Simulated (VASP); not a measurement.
Crystal: Ge3P4.

```
CELL_PARAMETERS angstrom
5.00288 0.00000 0.00000
0.00000 5.00288 0.00000
0.00000 0.00000 5.12286
ATOMIC_POSITIONS crystal
Ge 0.00000 0.50000 0.00000
Ge 0.50000 0.00000 0.00000
Ge 0.00000 0.00000 0.50000
P 0.00000 0.50000 0.50000
P 0.50000 0.00000 0.50000
P 0.50000 0.50000 0.00000
P 0.50000 0.50000 0.50000
```

The cell was generated, and may not be a known phase.

| Item | Value |
| --- | --- |
| Program | VASP 6.6.1 |
| Task | relaxation of cell and atoms |
| Functional | PBE |
| Potentials or basis | VASP PAW PBE potentials, release 64 (Ge_d, P) |
| Cutoff | 600 eV |
| k mesh | 4 × 4 × 4 |
| Occupations | gaussian, width 0.1 eV |
| Spin | no spin polarisation |

At the start: pressure 0.2 GPa; volume 18.32 Å³/atom.

How do energy, volume and symmetry change on relaxing?

Over 3 steps the energy falls by 4.7 meV/atom and the volume is 18.37 Å³/atom (+0.3 %); space group P4/mmm (No. 123, to 0.1 Å) before, Pm-3m (No. 221, to 0.1 Å).

Step by step:
```csv
step,energy change (eV),largest force (eV/Å),pressure (GPa),volume (Å³)
1,0.0000,0.0000,0.25,128.22
2,-0.0309,0.0000,-0.07,128.71
3,-0.0327,0.0000,-0.06,128.61
```

Final structure:
```yaml
crystal:
  lattice:
    - [5.04748, 0.00000, 0.00000]
    - [0.00000, 5.04748, 0.00000]
    - [0.00000, 0.00000, 5.04825]
  atoms:
    - { symbol: Ge, position: [0.00000, 0.50000, 0.00000] }
    - { symbol: Ge, position: [0.50000, 0.00000, 0.00000] }
    - { symbol: Ge, position: [0.00000, 0.00000, 0.50000] }
    - { symbol: P, position: [0.00000, 0.50000, 0.50000] }
    - { symbol: P, position: [0.50000, 0.00000, 0.50000] }
    - { symbol: P, position: [0.50000, 0.50000, 0.00000] }
    - { symbol: P, position: [0.50000, 0.50000, 0.50000] }
```
